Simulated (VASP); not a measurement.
# GaAs (rocksalt type) (Fm-3m) in VASP: further runs

The runs below take GaAs (rocksalt type) through single point, with LDA.

Program: VASP 6.6.1. These are calculated values, not measurements. Logs are shortened: lines on timing, memory, paths and dates and some standing lists are left out, and cuts for length are marked.

**1. The cell of the first run**

Symmetry: Fm-3m, No. 225, cubic system. The conventional cell has a = 4.531 Å, b = 4.531 Å, c = 4.531 Å, α = 90.00°, β = 90.00°, γ = 90.00°. Within 3.0 Å of Ga (site symmetry m-3m) lie 6 As at 2.27 Å. As (site symmetry m-3m) has 6 Ga at 2.27 Å within 3.0 Å.

**2. Single point, LDA (11.63 Å³/atom)**

Contents of INCAR:

```
  PREC = Accurate
  ENCUT = 520
  EDIFF = 1E-6
  ISMEAR = -1
  SIGMA = 0.1
  LREAL = F
  LASPH = T
  NELM = 60
  ALGO = Normal
  ISIF = 2
  LWAVE = F
  LCHARG = F
  GGA = CA
  NBANDS = 16
```

Contents of KPOINTS:

```
Automatic mesh
0
Gamma
  13 13 13
```

Contents of POSCAR:

```
GaAs
1.0
    0.0000000000      2.2656240919      2.2656240919
    2.2656240919      0.0000000000      2.2656240919
    2.2656240919      2.2656240919      0.0000000000
Ga As
1 1
Direct
    0.0000000000      0.0000000000      0.0000000000
    0.5000000000      0.5000000000      0.5000000000
```

Potentials or basis: VASP PAW LDA potentials, release 64 (Ga_d, As).

Command:

```
$ cat potpaw_LDA.64/Ga_d/POTCAR potpaw_LDA.64/As/POTCAR > POTCAR
$ mpirun -np 1 vasp_std > vasp.out
```

OUTCAR:

```text
PREC = Accurate
   ENCUT = 520
   EDIFF = 1E-6
   ISMEAR = -1
   LREAL = F
   LASPH = T
   NELM = 60
   ISIF = 2
   GGA = CA

 ion  position               nearest neighbor table
   1  0.000  0.000  0.000-   2 2.27   2 2.27   2 2.27   2 2.27   2 2.27   2 2.27
   2  0.500  0.500  0.500-   1 2.27   1 2.27   1 2.27   1 2.27   1 2.27   1 2.27

  LATTYP: Found a face centered cubic cell.
 ALAT       =     4.5312481838

  Lattice vectors:

 A1 = (   0.0000000000,   2.2656240919,   2.2656240919)
 A2 = (   2.2656240919,   0.0000000000,   2.2656240919)
 A3 = (   2.2656240919,   2.2656240919,   0.0000000000)

Analysis of symmetry for initial positions (statically):
=====================================================================
 Subroutine PRICEL returns:
 Original cell was already a primitive cell.

 Routine SETGRP: Setting up the symmetry group for a
 face centered cubic supercell.

 Subroutine GETGRP returns: Found 48 space group operations
 (whereof 48 operations were pure point group operations)
 out of a pool of 48 trial point group operations.

The static configuration has the point symmetry O_h .

Analysis of symmetry for dynamics (positions and initial velocities):
=====================================================================
 Subroutine PRICEL returns:
 Original cell was already a primitive cell.

 Routine SETGRP: Setting up the symmetry group for a
 face centered cubic supercell.

 Subroutine GETGRP returns: Found 48 space group operations
 (whereof 48 operations were pure point group operations)
 out of a pool of 48 trial point group operations.

The dynamic configuration has the point symmetry O_h .

 Subroutine INISYM returns: Found 48 space group operations
 (whereof 48 operations are pure point group operations),
 and found     1 'primitive' translations

----------------------------------------------------------------------------------------

                                     Primitive cell

  volume of cell :      23.2591

  direct lattice vectors                    reciprocal lattice vectors
     0.000000000  2.265624092  2.265624092    -0.220689744  0.220689744  0.220689744
     2.265624092  0.000000000  2.265624092     0.220689744 -0.220689744  0.220689744
     2.265624092  2.265624092  0.000000000     0.220689744  0.220689744 -0.220689744

  length of vectors
     3.204076318  3.204076318  3.204076318     0.382245849  0.382245849  0.382245849

  position of ions in fractional coordinates (direct lattice)
     0.000000000  0.000000000  0.000000000
     0.500000000  0.500000000  0.500000000

  ion indices of the primitive-cell ions
   primitive index   ion index
                 1           1
                 2           2

----------------------------------------------------------------------------------------

 KPOINTS: Automatic mesh

Automatic generation of k-mesh.
 Grid dimensions read from file:
 generate k-points for:   13   13   13

 Generating k-lattice:

  Cartesian coordinates                     Fractional coordinates (reciprocal lattice)
    -0.016976134  0.016976134  0.016976134     0.076923077  0.000000000  0.000000000
     0.016976134 -0.016976134  0.016976134     0.000000000  0.076923077  0.000000000
     0.016976134  0.016976134 -0.016976134     0.000000000  0.000000000  0.076923077

  Length of vectors
     0.029403527  0.029403527  0.029403527

  Shift w.r.t. Gamma in fractional coordinates (k-lattice)
     0.000000000  0.000000000  0.000000000

 Subroutine IBZKPT returns following result:
 ===========================================

 Found     84 irreducible k-points:

 Following reciprocal coordinates:
            Coordinates               Weight
  0.000000  0.000000  0.000000      1.000000
  0.076923  0.000000  0.000000      8.000000
  0.153846  0.000000  0.000000      8.000000
  0.230769  0.000000  0.000000      8.000000
  0.307692  0.000000  0.000000      8.000000
  0.384615  0.000000  0.000000      8.000000
[... 16 lines left out ...]
  0.384615  0.153846  0.000000     24.000000
  0.461538  0.153846  0.000000     24.000000
 [... further k-points ...]
   k-points           NKPTS =     84   k-points in BZ     NKDIM =     84   number of bands    NBANDS=     16
   number of dos      NEDOS =    301   number of ions     NIONS =      2
   total plane-waves  NPLWV =  13824
   dimension x,y,z NGX =    24 NGY =   24 NGZ =   24
   dimension x,y,z NGXF=    48 NGYF=   48 NGZF=   48
   ions per type =               1   1
   NGX,Y,Z   is equivalent  to a cutoff of  12.45, 12.45, 12.45 a.u.
   NGXF,Y,Z  is equivalent  to a cutoff of  24.91, 24.91, 24.91 a.u.
 SYSTEM =  unknown system
   PREC   = accura    normal or accurate (medium, high low for compatibility)
   ISTART =      0    job   : 0-new  1-cont  2-samecut
   ICHARG =      2    charge: 1-file 2-atom 10-const
   ISPIN  =      1    spin polarized calculation?
   LNONCOLLINEAR =      F non collinear calculations
   LSORBIT =      F    spin-orbit coupling
   LASPH  =      T    aspherical Exc in radial PAW
   ENCUT  =  520.0 eV  38.22 Ry    6.18 a.u.   5.96  5.96  5.96*2*pi/ulx,y,z
   NELM   =     60;   NELMIN=  2; NELMDL= -5     # of ELM steps
   EDIFF  = 0.1E-05   stopping-criterion for ELM
   LREAL  =      F    real-space projection
   EDIFFG = 0.1E-04   stopping-criterion for IOM
   NSW    =      0    number of steps for IOM
   IBRION =     -1    ionic relax: 0-MD 1-quasi-New 2-CG
   NFREE  =      0    steps in history (QN), initial steepest desc. (CG)
   ISIF   =      2    stress and relaxation
   ISYM   =      2    0-nonsym 1-usesym 2-fastsym
   POTIM  = 0.5000    time-step for ionic-motion
   TEBEG  =    0.0;   TEEND  =   0.0 temperature during run
   PSTRESS=    0.0 pullay stress
   NELECT =      18.0000    total number of electrons
   NUPDOWN=      -1.0000    fix difference up-down
   EMIN   =  10.00;   EMAX   =-10.00  energy-range for DOS
   EFERMI =   0.00;   METHOD = LEGACY
   ISMEAR =    -1;   SIGMA  =   0.10  broadening in eV -4-tet -1-fermi 0-gaus
   EFERMI_NEDOS =   21; number of points for ismear=-14 and -15
   IALGO  =     38    algorithm
   IMIX   =      4    mixing-type and parameters
     AMIX     =   0.40;   BMIX     =  1.00
     AMIX_MAG =   1.60;   BMIX_MAG =  1.00
  volume/ion in A,a.u.               =      11.63        78.48
  Fermi-wavevector in a.u.,A,eV,Ry     =   1.503031  2.840316 30.736934  2.259101
  Thomas-Fermi vector in A             =   2.614194
   LORBIT       =      0    0 simple, 1 ext, 2 COOP (PROOUT), +10 PAW based schemes
   GGA     = CA    functional components
   LHFCALC =     F    Hartree Fock is set to
   AEXX    =    0.0000 exact exchange contribution
   IVDW    =     0    specifies the selected vdW correction
   LEPSILON=     F    determine dielectric tensor
   LRPA    =     F    only Hartree local field effects (RPA)
 non-spin polarized calculation
  energy-cutoff  :      520.00
  volume of cell :       23.26
 maximum number of plane-waves:       637
   NGX = 11   NGY = 11   NGZ = 11

 number of electron      17.9999991 magnetization

 Free energy of the ion-electron system (eV)
  ---------------------------------------------------
  ext. energy  EPLUGINS =         0.00000000
  ---------------------------------------------------
  free energy    TOTEN  =        -6.08704246 eV

  energy without entropy =       -6.05926200  energy(sigma->0) =       -6.07315223

 E-fermi :  12.2198     XC(G=0): -13.4723

 val. band max:       12.2049282527   @ k =   0.2308   0.0769   0.0000
 cond. band min:      12.2245774835   @ k =   0.3077   0.0769   0.0000
 fundamental gap:      0.0196492308
 Fermi energy:        12.2198325326

 k-point     1 :       0.0000    0.0000    0.0000
  band No.  band energies     occupation
      1      -6.3611      2.00000
      2      -4.0794      2.00000
      3      -4.0794      2.00000
      4      -4.0517      2.00000
      5      -4.0517      2.00000
      6      -4.0517      2.00000
[... 8 lines left out ...]
     15      22.5873      0.00000
     16      22.5873      0.00000

 k-point     2 :       0.0769    0.0000    0.0000
  band No.  band energies     occupation
      1      -6.2330      2.00000
      2      -4.0888      2.00000
      3      -4.0888      2.00000
      4      -4.0553      2.00000
      5      -4.0448      2.00000
      6      -4.0448      2.00000
[... 8 lines left out ...]
     15      21.4709      0.00000
     16      22.1980      0.00000

 k-point     3 :       0.1538    0.0000    0.0000
  band No.  band energies     occupation
      1      -5.8524      2.00000
      2      -4.1185      2.00000
      3      -4.1185      2.00000
      4      -4.0628      2.00000
      5      -4.0218      2.00000
      6      -4.0218      2.00000
[... 8 lines left out ...]
     15      21.0459      0.00000
     16      21.5580      0.00000

 k-point     4 :       0.2308    0.0000    0.0000
  band No.  band energies     occupation
      1      -5.2379      2.00000
      2      -4.1617      2.00000
      3      -4.1617      2.00000
      4      -4.0577      2.00000
      5      -3.9878      2.00000
      6      -3.9878      2.00000
[... 8 lines left out ...]
     15      22.1996      0.00000
     16      22.9322      0.00000

 k-point     5 :       0.3077    0.0000    0.0000
  band No.  band energies     occupation
      1      -4.5194      2.00000
      2      -4.2077      2.00000
      3      -4.2077      2.00000
      4      -3.9511      2.00000
      5      -3.9511      2.00000
      6      -3.9202      2.00000
[... 8 lines left out ...]
     15      23.8027      0.00000
     16      24.9586      0.00000

 k-point     6 :       0.3846    0.0000    0.0000
  band No.  band energies     occupation
      1      -4.2653      2.00000
      2      -4.2458      2.00000
      3      -4.2458      2.00000
      4      -3.9203      2.00000
      5      -3.9203      2.00000
      6      -3.1226      2.00000
[... 8 lines left out ...]
     15      25.7185      0.00000
     16      27.1437      0.00000

 k-point     7 :       0.4615    0.0000    0.0000
  band No.  band energies     occupation
      1      -4.2673      2.00000
      2      -4.2673      2.00000
      3      -4.2399      2.00000
      4      -3.9028      2.00000
      5      -3.9028      2.00000
      6      -2.1143      2.00000
[... 8 lines left out ...]
     15      27.7767      0.00000
     16      29.3109      0.00000

 k-point     8 :       0.0769    0.0769    0.0000
  band No.  band energies     occupation
      1      -6.1915      2.00000
      2      -4.1042      2.00000
      3      -4.0745      2.00000
      4      -4.0595      2.00000
      5      -4.0426      2.00000
      6      -4.0426      2.00000
[... 8 lines left out ...]
     15      22.9294      0.00000
     16      22.9294      0.00000

 k-point     9 :       0.1538    0.0769    0.0000
  band No.  band energies     occupation
      1      -5.8996      2.00000
      2      -4.1321      2.00000
      3      -4.0855      2.00000
      4      -4.0683      2.00000
      5      -4.0264      2.00000
      6      -4.0214      2.00000
[... 8 lines left out ...]
     15      22.4017      0.00000
     16      22.7164      0.00000
[... 172 lines left out ...]
 k-point    19 :      -0.0769    0.0769    0.0000
  band No.  band energies     occupation
      1      -6.0220      2.00000
      2      -4.1144      2.00000
      3      -4.0946      2.00000
      4      -4.0622      2.00000
      5      -4.0381      2.00000
      6      -4.0240      2.00000
[... 8 lines left out ...]
     15      22.0192      0.00000
     16      22.8967      0.00000

 k-point    20 :       0.1538    0.1538    0.0000
  band No.  band energies     occupation
      1      -5.7097      2.00000
      2      -4.1424      2.00000
      3      -4.0811      2.00000
      4      -4.0611      2.00000
      5      -4.0157      2.00000
      6      -4.0157      2.00000
[... 8 lines left out ...]
     15      24.0798      0.00000
     16      24.0798      0.00000

 k-point    21 :       0.2308    0.1538    0.0000
  band No.  band energies     occupation
      1      -5.3144      2.00000
      2      -4.1303      2.00000
      3      -4.0925      2.00000
      4      -4.0729      2.00000
      5      -3.9837      2.00000
      6      -3.9787      2.00000
[... 8 lines left out ...]
     15      24.3282      0.00000
     16      24.5964      0.00000

 k-point    22 :       0.3077    0.1538    0.0000
  band No.  band energies     occupation
      1      -4.8490      2.00000
      2      -4.1263      2.00000
      3      -4.1078      2.00000
      4      -4.0608      2.00000
      5      -3.9435      2.00000
      6      -3.7886      2.00000
[... 8 lines left out ...]
     15      25.5719      0.00000
     16      26.2759      0.00000

 k-point    23 :       0.3846    0.1538    0.0000
  band No.  band energies     occupation
      1      -4.5882      2.00000
      2      -4.1512      2.00000
      3      -4.1458      2.00000
      4      -4.0165      2.00000
      5      -3.9107      2.00000
      6      -3.1361      2.00000
[... 8 lines left out ...]
     15      27.3086      0.00000
     16      28.3543      0.00000

 k-point    24 :       0.4615    0.1538    0.0000
  band No.  band energies     occupation
      1      -4.4994      2.00000
      2      -4.1933      2.00000
      3      -4.1639      2.00000
      4      -3.9859      2.00000
      5      -3.8930      2.00000
      6      -2.1133      2.00000
[... 8 lines left out ...]
     15      28.9266      0.00000
     16      30.2444      0.00000

 [... further k-points ...]
[... 5 lines left out ...]
  --------------------------------------------------------------------------------------
  -------------------------------------------------------------------------------------
  Total       16.1402687     16.1402687     16.1402687     -0.0000000     -0.0000000      0.0000000
  in kB     1111.8028566   1111.8028566   1111.8028566     -0.0000000     -0.0000000      0.0000000
  external PRESSURE =    1111.8028566 kB  Pullay stress =       0.0000000 kB

 VOLUME and BASIS-vectors are now :
 -----------------------------------------------------------------------------
  energy-cutoff  :      520.00
  volume of cell :       23.26
      direct lattice vectors                 reciprocal lattice vectors
     0.000000000  2.265624092  2.265624092    -0.220689744  0.220689744  0.220689744
     2.265624092  0.000000000  2.265624092     0.220689744 -0.220689744  0.220689744
     2.265624092  2.265624092  0.000000000     0.220689744  0.220689744 -0.220689744

 POSITION                                       TOTAL-FORCE (eV/Angst)
 -----------------------------------------------------------------------------------
      0.00000      0.00000      0.00000        -0.000000      0.000000      0.000000
      2.26562      2.26562      2.26562         0.000000     -0.000000     -0.000000
 -----------------------------------------------------------------------------------
    total drift:                                0.000000     -0.000000     -0.000000

  FREE ENERGIE OF THE ION-ELECTRON SYSTEM (eV)
  ---------------------------------------------------
  free  energy   TOTEN  =        -6.0870424614 eV

  energy  without entropy=       -6.0592620035  energy(sigma->0) =       -6.07315223
```

It took 22 s on 1 thread of Intel Xeon 8259CL, shared host; peak memory 0.15 GiB.

What came out:

```
Free energy            : -6.0870 eV
Pressure               : 111.2 GPa
Band gap on the k mesh : zero (bands 9 and 10 overlap by 4.03 eV)
```

Caveat: the cell stands under pressure.

**3. Single point, LDA (13.08 Å³/atom)**

This run uses another cell than the first one, of 13.08 Å³/atom.

Contents of INCAR:

```
SYSTEM = GaAs
PREC     = Accurate       ! precision mode
ENCUT    = 520            ! plane-wave cutoff, eV
EDIFF    = 1E-7           ! SCF threshold, eV
ISMEAR   = -1             ! smearing method
SIGMA    = 0.1            ! smearing width, eV
LREAL    = .False.        ! projectors in reciprocal space
LASPH    = .True.         ! aspherical terms in the spheres
NELM     = 80             ! most SCF steps
ALGO     = Normal         ! electronic algorithm
ISIF     = 2              ! what is computed and relaxed
LWAVE    = .False.        ! write WAVECAR
LCHARG   = .False.        ! write CHGCAR
GGA      = CA             ! functional
NBANDS   = 16             ! bands
```

Contents of KPOINTS:

```
regular mesh
0
Gamma
  13 13 13
  0 0 0
```

Contents of POSCAR:

```
GaAs
1.0
    0.0000000000      2.3563440114      2.3563440114
    2.3563440114      0.0000000000      2.3563440114
    2.3563440114      2.3563440114      0.0000000000
Ga As
1 1
Direct
    0.0000000000      0.0000000000      0.0000000000
    0.5000000000      0.5000000000      0.5000000000
```

Potentials or basis: VASP PAW LDA potentials, release 64 (Ga_d, As).

Command:

```
$ cat potpaw_LDA.64/Ga_d/POTCAR potpaw_LDA.64/As/POTCAR > POTCAR
$ mpirun -np 1 vasp_std > vasp.out
```

Run time: 54 s. Hardware: 1 thread of Intel Xeon 8259CL, shared host; peak memory 0.16 GiB.

Results (log left out):

```yaml
Free_energy: -7.6288 eV
Pressure: 62.9 GPa
Band_gap_on_the_k_mesh: zero (bands 9 and 10 overlap by 4.12 eV)
```

Levels at points of the mesh, in eV from the Fermi level:
```tsv
k point	band 7	band 8	band 9	band 10	band 11	band 12
(0.00, 0.00, 0.00)	-0.02	-0.02	-0.02	4.31	7.51	7.51
```

Caveat: the cell stands under pressure.

**4. Single point, LDA (14.54 Å³/atom)**

This run uses another cell than the first one, of 14.54 Å³/atom.

Contents of INCAR:

```
SYSTEM = GaAs
ALGO = Normal
EDIFF = 1E-6
ENCUT = 520
ISIF = 2
ISMEAR = -1
LASPH = .TRUE.
LCHARG = .FALSE.
LREAL = .FALSE.
LWAVE = .FALSE.
NBANDS = 16
NELM = 100
PREC = Accurate
SIGMA = 0.1
```

Contents of KPOINTS:

```
k-points
0
G
  13 13 13
  0 0 0
```

Contents of POSCAR:

```
GaAs
1.0
    0.0000000000      2.4405695691      2.4405695691
    2.4405695691      0.0000000000      2.4405695691
    2.4405695691      2.4405695691      0.0000000000
Ga As
1 1
Direct
    0.0000000000      0.0000000000      0.0000000000
    0.5000000000      0.5000000000      0.5000000000
```

Command:

```
$ cat potpaw_LDA.64/Ga_d/POTCAR potpaw_LDA.64/As/POTCAR > POTCAR
$ mpirun -np 1 vasp_std > vasp.out
```

Wall time 59 s (1 thread of Intel Xeon 8259CL, shared host); peak memory 0.17 GiB.

It converged, with:

```
Free energy            : -8.4843 eV
Pressure               : 33.8 GPa
Band gap on the k mesh : zero (bands 9 and 10 overlap by 4.18 eV)
```

Levels at points of the mesh, in eV from the Fermi level:
```
           k point  band 5  band 6  band 7  band 8  band 9  band 10  band 11  band 12  band 13  band 14
(0.00, 0.00, 0.00)  -15.38  -15.38    0.01    0.01    0.01     2.88     7.50     7.50     7.50     9.12
```

Caveat: the cell stands under pressure.

(Continued in part 2 of 2.)
